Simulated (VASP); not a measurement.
# NbP (I4_1md) in VASP: single point with PBE

Aim: the single point of NbP with PBE.

Everything below comes from runs of VASP 6.6.1. Logs are shortened: lines on timing, memory, paths and dates and some standing lists are left out, and cuts for length are marked.

## 1. The cell of the first run

Symmetry: I4_1md, No. 109, tetragonal system. Conventional cell: a = 3.347 Å, b = 3.347 Å, c = 11.428 Å, α = 90.00°, β = 90.00°, γ = 90.00°. Nb (site symmetry 2mm) has 6 P at 2.54 to 2.55 Å and 8 Nb at 3.31 to 3.35 Å within 3.4 Å. Within 3.4 Å of P (site symmetry 2mm) lie 6 Nb at 2.54 to 2.55 Å and 8 P at 3.31 to 3.35 Å.

## 2. Single point, PBE

Input file INCAR:

```
ALGO = Normal
EDIFF = 1E-7
ENCUT = 520
GGA = PE
ISIF = 2
ISMEAR = 0
ISYM = 0
LASPH = True
LCHARG = False
LREAL = False
LWAVE = False
NBANDS = 26
NELM = 60
PREC = Accurate
SIGMA = 0.1
```

Input file KPOINTS:

```
k-points
0
Gamma
  10 10 6
```

Input file POSCAR:

```
NbP
1.0
    3.3470468440      0.0000000000      0.0000000000
    0.0000000000      3.3470468440      0.0000000000
    1.6735234220     -1.6735234220      5.7139822330
Nb P
2 2
Direct
    0.2499653172      0.7500346828      0.5000693656
    0.4999653172      1.0000346828      1.0000693656
    0.6674061078      0.3325938922      0.6651877844
    0.9174061078      0.5825938922      0.1651877844
```

Potentials or basis: VASP PAW PBE potentials, release 64 (Nb_sv, P).

Run with:

```sh
cat potpaw_PBE.64/Nb_sv/POTCAR potpaw_PBE.64/P/POTCAR > POTCAR
mpirun -np 1 vasp_std > vasp.out
```

OUTCAR:

```text
EDIFF = 1E-7
   ENCUT = 520
   GGA = PE
   ISIF = 2
   ISMEAR = 0
   ISYM = 0
   LASPH = True
   LREAL = False
   NELM = 60
   PREC = Accurate

 ion  position               nearest neighbor table
   1  0.250  0.750  0.500-   4 2.54   4 2.54   3 2.55   3 2.55   3 2.55   3 2.55
   2  0.500  0.000  0.000-   3 2.54   3 2.54   4 2.55   4 2.55   4 2.55   4 2.55
   3  0.667  0.333  0.665-   2 2.54   2 2.54   1 2.55   1 2.55   1 2.55   1 2.55
   4  0.917  0.583  0.165-   1 2.54   1 2.54   2 2.55   2 2.55   2 2.55   2 2.55

IMPORTANT INFORMATION: All symmetrisations will be switched off!
NOSYMM: (Re-)initialisation of all symmetry stuff for point group C_1.

----------------------------------------------------------------------------------------

                                     Primitive cell

  volume of cell :      64.0122

  direct lattice vectors                    reciprocal lattice vectors
     3.347046844  0.000000000  0.000000000     0.298770841  0.000000000 -0.087504647
     0.000000000  3.347046844  0.000000000     0.000000000  0.298770841  0.087504647
     1.673523422 -1.673523422  5.713982233     0.000000000  0.000000000  0.175009295

  length of vectors
     3.347046844  3.347046844  6.184735584     0.311321504  0.311321504  0.175009295

  position of ions in fractional coordinates (direct lattice)
     0.249965317  0.750034683  0.500069366
     0.499965317  0.000034683  0.000069366
     0.667406108  0.332593892  0.665187784
     0.917406108  0.582593892  0.165187784

  ion indices of the primitive-cell ions
   primitive index   ion index
                 1           1
                 2           2
                 3           3
                 4           4

----------------------------------------------------------------------------------------

 KPOINTS: k-points

Automatic generation of k-mesh.
 Grid dimensions read from file:
 generate k-points for:   10   10    6

 Generating k-lattice:

  Cartesian coordinates                     Fractional coordinates (reciprocal lattice)
     0.029877084  0.000000000 -0.008750465     0.100000000  0.000000000  0.000000000
     0.000000000  0.029877084  0.008750465     0.000000000  0.100000000 -0.000000000
     0.000000000  0.000000000  0.029168216     0.000000000  0.000000000  0.166666667

  Length of vectors
     0.031132150  0.031132150  0.029168216

  Shift w.r.t. Gamma in fractional coordinates (k-lattice)
     0.000000000  0.000000000  0.000000000

 -----------------------------------------------------------------------------
|                                                                             |
|           W    W    AA    RRRRR   N    N  II  N    N   GGGG   !!!           |
|           W    W   A  A   R    R  NN   N  II  NN   N  G    G  !!!           |
|           W    W  A    A  R    R  N N  N  II  N N  N  G       !!!           |
|           W WW W  AAAAAA  RRRRR   N  N N  II  N  N N  G  GGG   !            |
|           WW  WW  A    A  R   R   N   NN  II  N   NN  G    G                |
|           W    W  A    A  R    R  N    N  II  N    N   GGGG   !!!           |
|                                                                             |
|     Your reciprocal lattice and k-lattice belong to different lattice       |
|     classes:                                                                |
|                                                                             |
|        The reciprocal lattice is body-centered tetragonal,                  |
|        whereas your k-lattice is base-centered monoclinic.                  |
|                                                                             |
|     Results are often still useful ...                                      |
|                                                                             |
 -----------------------------------------------------------------------------

 WARNING: IBZKPT: internal override: KBLOWUP is changed to .FALSE.
      ... skipping the blow-up phase ...

 Subroutine IBZKPT returns following result:
 ===========================================

 Found    304 irreducible k-points:

 Following reciprocal coordinates:
            Coordinates               Weight
  0.000000  0.000000  0.000000      1.000000
  0.100000  0.000000  0.000000      2.000000
  0.200000  0.000000  0.000000      2.000000
  0.300000  0.000000  0.000000      2.000000
  0.400000  0.000000  0.000000      2.000000
  0.500000  0.000000  0.000000      1.000000
[... 16 lines left out ...]
 -0.400000  0.200000  0.000000      2.000000
 -0.300000  0.200000  0.000000      2.000000
 [... further k-points ...]
   k-points           NKPTS =    304   k-points in BZ     NKDIM =    304   number of bands    NBANDS=     26
   number of dos      NEDOS =    301   number of ions     NIONS =      4
   total plane-waves  NPLWV =  37632
   dimension x,y,z NGX =    28 NGY =   28 NGZ =   48
   dimension x,y,z NGXF=    56 NGYF=   56 NGZF=   96
   ions per type =               2   2
   NGX,Y,Z   is equivalent  to a cutoff of  13.91, 13.91, 12.90 a.u.
   NGXF,Y,Z  is equivalent  to a cutoff of  27.81, 27.81, 25.80 a.u.
 SYSTEM =  unknown system
   PREC   = accura    normal or accurate (medium, high low for compatibility)
   ISTART =      0    job   : 0-new  1-cont  2-samecut
   ICHARG =      2    charge: 1-file 2-atom 10-const
   ISPIN  =      1    spin polarized calculation?
   LNONCOLLINEAR =      F non collinear calculations
   LSORBIT =      F    spin-orbit coupling
   LASPH  =      T    aspherical Exc in radial PAW
   ENCUT  =  520.0 eV  38.22 Ry    6.18 a.u.   6.22  6.22 11.50*2*pi/ulx,y,z
   NELM   =     60;   NELMIN=  2; NELMDL= -5     # of ELM steps
   EDIFF  = 0.1E-06   stopping-criterion for ELM
   LREAL  =      F    real-space projection
   EDIFFG = 0.1E-05   stopping-criterion for IOM
   NSW    =      0    number of steps for IOM
   IBRION =     -1    ionic relax: 0-MD 1-quasi-New 2-CG
   NFREE  =      0    steps in history (QN), initial steepest desc. (CG)
   ISIF   =      2    stress and relaxation
   ISYM   =      0    0-nonsym 1-usesym 2-fastsym
   POTIM  = 0.5000    time-step for ionic-motion
   TEBEG  =    0.0;   TEEND  =   0.0 temperature during run
   PSTRESS=    0.0 pullay stress
   NELECT =      36.0000    total number of electrons
   NUPDOWN=      -1.0000    fix difference up-down
   EMIN   =  10.00;   EMAX   =-10.00  energy-range for DOS
   EFERMI =   0.00;   METHOD = LEGACY
   ISMEAR =     0;   SIGMA  =   0.10  broadening in eV -4-tet -1-fermi 0-gaus
   EFERMI_NEDOS =   21; number of points for ismear=-14 and -15
   IALGO  =     38    algorithm
   IMIX   =      4    mixing-type and parameters
     AMIX     =   0.40;   BMIX     =  1.00
     AMIX_MAG =   1.60;   BMIX_MAG =  1.00
  volume/ion in A,a.u.               =      16.00       107.99
  Fermi-wavevector in a.u.,A,eV,Ry     =   1.351310  2.553605 24.844748  1.826037
  Thomas-Fermi vector in A             =   2.478742
   LORBIT       =      0    0 simple, 1 ext, 2 COOP (PROOUT), +10 PAW based schemes
   GGA     = PE    functional components
   LHFCALC =     F    Hartree Fock is set to
   AEXX    =    0.0000 exact exchange contribution
   IVDW    =     0    specifies the selected vdW correction
   LEPSILON=     F    determine dielectric tensor
   LRPA    =     F    only Hartree local field effects (RPA)
 non-spin polarized calculation
 Gauss-broadening in eV      SIGMA  =   0.10
  energy-cutoff  :      520.00
  volume of cell :       64.01
 maximum number of plane-waves:      1741
 NGX is ok and might be reduce to    28
   NGX = 13   NGY = 13   NGZ = 23

 number of electron      35.9999998 magnetization

 Free energy of the ion-electron system (eV)
  ---------------------------------------------------
  ext. energy  EPLUGINS =         0.00000000
  ---------------------------------------------------
  free energy    TOTEN  =       -35.31550312 eV

  energy without entropy =      -35.31205417  energy(sigma->0) =      -35.31377865

 E-fermi :  10.6504     XC(G=0): -12.0193

 val. band max:       10.6420893298   @ k =   0.2000   0.0000   0.5000
 cond. band min:      10.7010480921   @ k =   0.0000   0.2000   0.3333
 fundamental gap:      0.0589587623
 Fermi energy:        10.6504046308

 k-point     1 :       0.0000    0.0000    0.0000
  band No.  band energies     occupation
      1     -44.2896      2.00000
      2     -44.2510      2.00000
      3     -20.5558      2.00000
      4     -20.3546      2.00000
      5     -20.3546      2.00000
      6     -20.2109      2.00000
[... 18 lines left out ...]
     25      14.7268      0.00000
     26      14.7268      0.00000

 k-point     2 :       0.1000    0.0000    0.0000
  band No.  band energies     occupation
      1     -44.2872      2.00000
      2     -44.2501      2.00000
      3     -20.5467      2.00000
      4     -20.3811      2.00000
      5     -20.3525      2.00000
      6     -20.2372      2.00000
[... 18 lines left out ...]
     25      14.7903      0.00000
     26      15.1905      0.00000

 k-point     3 :       0.2000    0.0000    0.0000
  band No.  band energies     occupation
      1     -44.2808      2.00000
      2     -44.2478      2.00000
      3     -20.5284      2.00000
      4     -20.4434      2.00000
      5     -20.3469      2.00000
      6     -20.3005      2.00000
[... 18 lines left out ...]
     25      15.2608      0.00000
     26      16.1201      0.00000

 k-point     4 :       0.3000    0.0000    0.0000
  band No.  band energies     occupation
      1     -44.2725      2.00000
      2     -44.2453      2.00000
      3     -20.5609      2.00000
      4     -20.4666      2.00000
      5     -20.3683      2.00000
      6     -20.3400      2.00000
[... 18 lines left out ...]
     25      15.3684      0.00000
     26      16.8451      0.00000
[... 496 lines left out ...]
      1     -44.2547      2.00000
      2     -44.2396      2.00000
      3     -20.6323      2.00000
      4     -20.4744      2.00000
      5     -20.4259      2.00000
      6     -20.3609      2.00000
[... 18 lines left out ...]
     25      15.1079      0.00000
     26      16.6443      0.00000

 k-point    23 :      -0.4000    0.2000    0.0000
  band No.  band energies     occupation
      1     -44.2560      2.00000
      2     -44.2415      2.00000
      3     -20.6081      2.00000
      4     -20.4643      2.00000
      5     -20.4215      2.00000
      6     -20.3570      2.00000
[... 18 lines left out ...]
     25      15.3450      0.00000
     26      16.2507      0.00000

 k-point    24 :      -0.3000    0.2000    0.0000
  band No.  band energies     occupation
      1     -44.2626      2.00000
      2     -44.2436      2.00000
      3     -20.5441      2.00000
      4     -20.4623      2.00000
      5     -20.4079      2.00000
      6     -20.3489      2.00000
[... 18 lines left out ...]
     25      15.5300      0.00000
     26      16.1199      0.00000

 [... further k-points ...]

------------------------ aborting loop because EDIFF is reached ----------------------------------------

  FORCE on cell =-STRESS in cart. coord.  units (eV):
  Direction    XX          YY          ZZ          XY          YZ          ZX
  --------------------------------------------------------------------------------------
  -------------------------------------------------------------------------------------
  Total       -0.1734717     -0.1734523     -0.0929666      0.0000779      0.0015887     -0.0015874
  in kB       -4.3418691     -4.3413838     -2.3268855      0.0019504      0.0397647     -0.0397322
  external PRESSURE =      -3.6700461 kB  Pullay stress =       0.0000000 kB

 VOLUME and BASIS-vectors are now :
 -----------------------------------------------------------------------------
  energy-cutoff  :      520.00
  volume of cell :       64.01
      direct lattice vectors                 reciprocal lattice vectors
     3.347046844  0.000000000  0.000000000     0.298770841  0.000000000 -0.087504647
     0.000000000  3.347046844  0.000000000     0.000000000  0.298770841  0.087504647
     1.673523422 -1.673523422  5.713982233     0.000000000  0.000000000  0.175009295

 POSITION                                       TOTAL-FORCE (eV/Angst)
 -----------------------------------------------------------------------------------
      1.67352      1.67352      2.85739         0.000628     -0.000305     -0.004234
      1.67352      0.00000      0.00040         0.000305     -0.000628     -0.004234
      3.34705      0.00000      3.80087        -0.000053      0.000880      0.004242
      3.34705      1.67352      0.94388        -0.000879      0.000053      0.004226
 -----------------------------------------------------------------------------------
    total drift:                               -0.000056      0.000055      0.000169

  FREE ENERGIE OF THE ION-ELECTRON SYSTEM (eV)
  ---------------------------------------------------
  free  energy   TOTEN  =       -35.3155031219 eV

  energy  without entropy=      -35.3120541725  energy(sigma->0) =      -35.31377865
```

It took 3.6 min on 1 thread of Intel Xeon 6975P-C (Granite Rapids), shared host; peak memory 0.5 GiB.

What came out:

| Quantity | Value |
| --- | --- |
| Free energy | -35.3155 eV |
| Pressure | -0.4 GPa |
| Largest force | 0.004 eV/Å |
| Band gap on the k mesh | zero (bands 18 and 19 overlap by 0.08 eV) |

Forces on the atoms (eV/Å):
```
Nb   0.001  0.000 -0.004
Nb   0.000 -0.001 -0.004
P    0.000  0.001  0.004
P   -0.001  0.000  0.004
```

Stress tensor (GPa, compression positive):
```
-0.43  0.00  0.00
 0.00 -0.43  0.00
 0.00  0.00 -0.23
```

Levels at points of the mesh, in eV from the Fermi level:
```
           k point  band 16  band 17  band 18  band 19  band 20  band 21
(0.00, 0.00, 0.00)    -1.71    -1.37    -1.37     0.81     1.59     2.67
(0.50, 0.00, 0.00)    -1.87    -1.51    -0.11     0.06     1.31     2.46
(0.00, 0.50, 0.00)    -1.87    -1.51    -0.11     0.06     1.31     2.46
(0.50, 0.50, 0.00)    -2.85    -0.44    -0.44     2.96     2.96     3.07
(0.00, 0.00, 0.50)    -2.68    -0.54    -0.54     1.17     1.17     2.32
(0.50, 0.00, 0.50)    -1.87    -1.51    -0.11     0.06     1.31     2.46
(0.00, 0.50, 0.50)    -1.87    -1.51    -0.11     0.06     1.31     2.46
(0.50, 0.50, 0.50)    -2.85    -0.44    -0.44     2.96     2.96     3.07
```

The gap in the log of VASP goes by the Fermi energy; the results here count the filled bands.